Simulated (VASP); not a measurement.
# In in VASP: settings compared, part 2 of 2

VASP 6.6.1. Earlier steps stand in the parts before.

## 3. Single point, PBEsol

INCAR reads:

```
PREC = Accurate ; ENCUT = 520
EDIFF = 1E-6 ; ISMEAR = -1
SIGMA = 0.05 ; LREAL = F
LASPH = T ; NELM = 80
ALGO = Normal ; ISIF = 2
LWAVE = F ; LCHARG = F
GGA = PS ; NBANDS = 34
```

KPOINTS reads:

```
regular mesh
0
Gamma
  9 9 1
```

POSCAR reads:

```
In
1.0
    3.3354847820      0.0000000000      0.0000000000
   -1.6677423910      2.8886145552      0.0000000000
    0.0000000000      0.0000000000     23.2637143800
In
4
Direct
    0.6666666700      0.3333333400      0.3223904780
    0.3333333300      0.6666666600      0.4407968260
    0.6666666700      0.3333333400      0.5592031740
    0.3333333300      0.6666666600      0.6776095220
```

Potentials or basis: VASP PAW PBE potentials, release 64 (In_d).

The run is started by

```
> cat potpaw_PBE.64/In_d/POTCAR > POTCAR
> mpirun -np 1 vasp_std > vasp.out
```

OUTCAR:

```text
PREC = Accurate
   ENCUT = 520
   EDIFF = 1E-6
   ISMEAR = -1
   LREAL = F
   LASPH = T
   NELM = 80
   ISIF = 2
   GGA = PS

 ion  position               nearest neighbor table
   1  0.667  0.333  0.322-   2 3.36   2 3.36   2 3.36
   2  0.333  0.667  0.441-   3 3.36   3 3.36   1 3.36   1 3.36   3 3.36   1 3.36
   3  0.667  0.333  0.559-   2 3.36   2 3.36   4 3.36   4 3.36   2 3.36   4 3.36
   4  0.333  0.667  0.678-   3 3.36   3 3.36   3 3.36

  LATTYP: Found a hexagonal cell.
 ALAT       =     3.3354847820
 C/A-ratio  =     6.9746126577

  Lattice vectors:

 A1 = (   3.3354847820,   0.0000000000,   0.0000000000)
 A2 = (  -1.6677423910,   2.8886145552,   0.0000000000)
 A3 = (   0.0000000000,   0.0000000000,  23.2637143800)

Analysis of symmetry for initial positions (statically):
=====================================================================
 Subroutine PRICEL returns:
 Original cell was already a primitive cell.

 Routine SETGRP: Setting up the symmetry group for a
 hexagonal supercell.

 Subroutine GETGRP returns: Found 12 space group operations
 (whereof 12 operations were pure point group operations)
 out of a pool of 24 trial point group operations.

The static configuration has the point symmetry D_3d.

Analysis of symmetry for dynamics (positions and initial velocities):
=====================================================================
 Subroutine PRICEL returns:
 Original cell was already a primitive cell.

 Routine SETGRP: Setting up the symmetry group for a
 hexagonal supercell.

 Subroutine GETGRP returns: Found 12 space group operations
 (whereof 12 operations were pure point group operations)
 out of a pool of 24 trial point group operations.

The dynamic configuration has the point symmetry D_3d.

 Subroutine INISYM returns: Found 12 space group operations
 (whereof 12 operations are pure point group operations),
 and found     1 'primitive' translations

----------------------------------------------------------------------------------------

                                     Primitive cell

  volume of cell :     224.1443

  direct lattice vectors                    reciprocal lattice vectors
     3.335484782  0.000000000  0.000000000     0.299806495  0.173093360  0.000000000
    -1.667742391  2.888614555  0.000000000     0.000000000  0.346186721  0.000000000
     0.000000000  0.000000000 23.263714380     0.000000000  0.000000000  0.042985397

  length of vectors
     3.335484782  3.335484782 23.263714380     0.346186721  0.346186721  0.042985397

  position of ions in fractional coordinates (direct lattice)
     0.666666670  0.333333340  0.322390478
     0.333333330  0.666666660  0.440796826
     0.666666670  0.333333340  0.559203174
     0.333333330  0.666666660  0.677609522

  ion indices of the primitive-cell ions
   primitive index   ion index
                 1           1
                 2           2
                 3           3
                 4           4

----------------------------------------------------------------------------------------

 KPOINTS: regular mesh

Automatic generation of k-mesh.
 Grid dimensions read from file:
 generate k-points for:    9    9    1

 Generating k-lattice:

  Cartesian coordinates                     Fractional coordinates (reciprocal lattice)
     0.033311833  0.019232596  0.000000000     0.111111111 -0.000000000  0.000000000
     0.000000000  0.038465191  0.000000000     0.000000000  0.111111111  0.000000000
     0.000000000  0.000000000  0.042985397     0.000000000  0.000000000  1.000000000

  Length of vectors
     0.038465191  0.038465191  0.042985397

  Shift w.r.t. Gamma in fractional coordinates (k-lattice)
     0.000000000  0.000000000  0.000000000

 Subroutine IBZKPT returns following result:
 ===========================================

 Found     12 irreducible k-points:

 Following reciprocal coordinates:
            Coordinates               Weight
  0.000000  0.000000  0.000000      1.000000
  0.111111 -0.000000  0.000000      6.000000
  0.222222 -0.000000  0.000000      6.000000
  0.333333 -0.000000  0.000000      6.000000
  0.444444 -0.000000  0.000000      6.000000
  0.111111  0.111111  0.000000      6.000000
  0.222222  0.111111  0.000000     12.000000
  0.333333  0.111111  0.000000     12.000000
  0.444444  0.111111  0.000000      6.000000
  0.222222  0.222222  0.000000      6.000000
  0.333333  0.222222  0.000000     12.000000
  0.333333  0.333333  0.000000      2.000000
   k-points           NKPTS =     12   k-points in BZ     NKDIM =     12   number of bands    NBANDS=     34
   number of dos      NEDOS =    301   number of ions     NIONS =      4
   total plane-waves  NPLWV = 141120
   dimension x,y,z NGX =    28 NGY =   28 NGZ =  180
   dimension x,y,z NGXF=    56 NGYF=   56 NGZF=  360
   ions per type =               4
   NGX,Y,Z   is equivalent  to a cutoff of  13.96, 13.96, 12.86 a.u.
   NGXF,Y,Z  is equivalent  to a cutoff of  27.91, 27.91, 25.73 a.u.
 SYSTEM =  unknown system
   PREC   = accura    normal or accurate (medium, high low for compatibility)
   ISTART =      0    job   : 0-new  1-cont  2-samecut
   ICHARG =      2    charge: 1-file 2-atom 10-const
   ISPIN  =      1    spin polarized calculation?
   LNONCOLLINEAR =      F non collinear calculations
   LSORBIT =      F    spin-orbit coupling
   LASPH  =      T    aspherical Exc in radial PAW
   ENCUT  =  520.0 eV  38.22 Ry    6.18 a.u.   6.20  6.20 43.26*2*pi/ulx,y,z
   NELM   =     80;   NELMIN=  2; NELMDL= -5     # of ELM steps
   EDIFF  = 0.1E-05   stopping-criterion for ELM
   LREAL  =      F    real-space projection
   EDIFFG = 0.1E-04   stopping-criterion for IOM
   NSW    =      0    number of steps for IOM
   IBRION =     -1    ionic relax: 0-MD 1-quasi-New 2-CG
   NFREE  =      0    steps in history (QN), initial steepest desc. (CG)
   ISIF   =      2    stress and relaxation
   ISYM   =      2    0-nonsym 1-usesym 2-fastsym
   POTIM  = 0.5000    time-step for ionic-motion
   TEBEG  =    0.0;   TEEND  =   0.0 temperature during run
   PSTRESS=    0.0 pullay stress
   NELECT =      52.0000    total number of electrons
   NUPDOWN=      -1.0000    fix difference up-down
   EMIN   =  10.00;   EMAX   =-10.00  energy-range for DOS
   EFERMI =   0.00;   METHOD = LEGACY
   ISMEAR =    -1;   SIGMA  =   0.05  broadening in eV -4-tet -1-fermi 0-gaus
   EFERMI_NEDOS =   21; number of points for ismear=-14 and -15
   IALGO  =     38    algorithm
   IMIX   =      4    mixing-type and parameters
     AMIX     =   0.40;   BMIX     =  1.00
     AMIX_MAG =   1.60;   BMIX_MAG =  1.00
  volume/ion in A,a.u.               =      56.04       378.15
  Fermi-wavevector in a.u.,A,eV,Ry     =   1.005928  1.900928 13.767605  1.011890
  Thomas-Fermi vector in A             =   2.138638
   LORBIT       =      0    0 simple, 1 ext, 2 COOP (PROOUT), +10 PAW based schemes
   GGA     = PS    functional components
   LHFCALC =     F    Hartree Fock is set to
   AEXX    =    0.0000 exact exchange contribution
   IVDW    =     0    specifies the selected vdW correction
   LEPSILON=     F    determine dielectric tensor
   LRPA    =     F    only Hartree local field effects (RPA)
 non-spin polarized calculation
  energy-cutoff  :      520.00
  volume of cell :      224.14
 maximum number of plane-waves:      6072
 NGX is ok and might be reduce to    28
   NGX = 13   NGY = 13   NGZ = 87

 number of electron      52.0000005 magnetization

 Free energy of the ion-electron system (eV)
  ---------------------------------------------------
  ext. energy  EPLUGINS =         0.00000000
  ---------------------------------------------------
  free energy    TOTEN  =       -11.39489729 eV

  energy without entropy =      -11.37870660  energy(sigma->0) =      -11.38680195

 E-fermi :   1.4359     XC(G=0):  -5.5440

 val. band max:        1.4279278080   @ k =   0.1111  -0.0000   0.0000
 cond. band min:       1.5426147403   @ k =   0.3333   0.2222   0.0000
 fundamental gap:      0.1146869323
 Fermi energy:         1.4358950316

 k-point     1 :       0.0000    0.0000    0.0000
  band No.  band energies     occupation
      1     -13.2027      2.00000
      2     -13.1969      2.00000
      3     -13.1628      2.00000
      4     -13.1402      2.00000
      5     -13.1151      2.00000
      6     -13.1151      2.00000
[... 433 lines left out ...]
     33       4.8307      0.00000
     34       4.8307      0.00000

------------------------ aborting loop because EDIFF is reached ----------------------------------------

  FORCE on cell =-STRESS in cart. coord.  units (eV):
  Direction    XX          YY          ZZ          XY          YZ          ZX
  --------------------------------------------------------------------------------------
  -------------------------------------------------------------------------------------
  Total       -1.8498444     -1.8498444     -0.8104018      0.0000000      0.0000000      0.0000000
  in kB      -13.2226399    -13.2226399     -5.7927313      0.0000000      0.0000000      0.0000000
  external PRESSURE =     -10.7460037 kB  Pullay stress =       0.0000000 kB

 VOLUME and BASIS-vectors are now :
 -----------------------------------------------------------------------------
  energy-cutoff  :      520.00
  volume of cell :      224.14
      direct lattice vectors                 reciprocal lattice vectors
     3.335484782  0.000000000  0.000000000     0.299806495  0.173093360  0.000000000
    -1.667742391  2.888614555  0.000000000     0.000000000  0.346186721  0.000000000
     0.000000000  0.000000000 23.263714380     0.000000000  0.000000000  0.042985397

 POSITION                                       TOTAL-FORCE (eV/Angst)
 -----------------------------------------------------------------------------------
      1.66774      0.96287      7.50000        -0.000000     -0.000000      0.060045
      0.00000      1.92574     10.25457        -0.000000     -0.000000      0.098935
      1.66774      0.96287     13.00914         0.000000      0.000000     -0.098935
      0.00000      1.92574     15.76371         0.000000      0.000000     -0.060045
 -----------------------------------------------------------------------------------
    total drift:                                0.000000      0.000000     -0.000000

  FREE ENERGIE OF THE ION-ELECTRON SYSTEM (eV)
  ---------------------------------------------------
  free  energy   TOTEN  =       -11.3948972864 eV

  energy  without entropy=      -11.3787066037  energy(sigma->0) =      -11.38680195
```

Wall time 4.6 min (1 thread of Intel Xeon 8259CL, shared host); peak memory 0.38 GiB.

Results:

| Quantity | Value |
| --- | --- |
| Free energy | -11.3949 eV |
| Largest force | 0.099 eV/Å |
| Band gap on the k mesh | zero (bands 26 and 27 overlap by 2.00 eV) |

Forces in eV/Å, atoms in the order of the input:
```
In   0.000  0.000  0.060
In   0.000  0.000  0.099
In   0.000  0.000 -0.099
In   0.000  0.000 -0.060
```

Levels at points of the mesh, in eV from the Fermi level:
```
           k point  band 22  band 23  band 24  band 25  band 26  band 27  band 28  band 29  band 30  band 31
(0.00, 0.00, 0.00)    -8.47    -7.16    -5.50    -2.53    -0.24     2.19     3.62     3.80     5.40     5.64
```

Caveat: the PAW data sets were made with another functional, which shifts forces and pressure a little; spin-orbit coupling is left out, which moves the levels of the heavy elements.
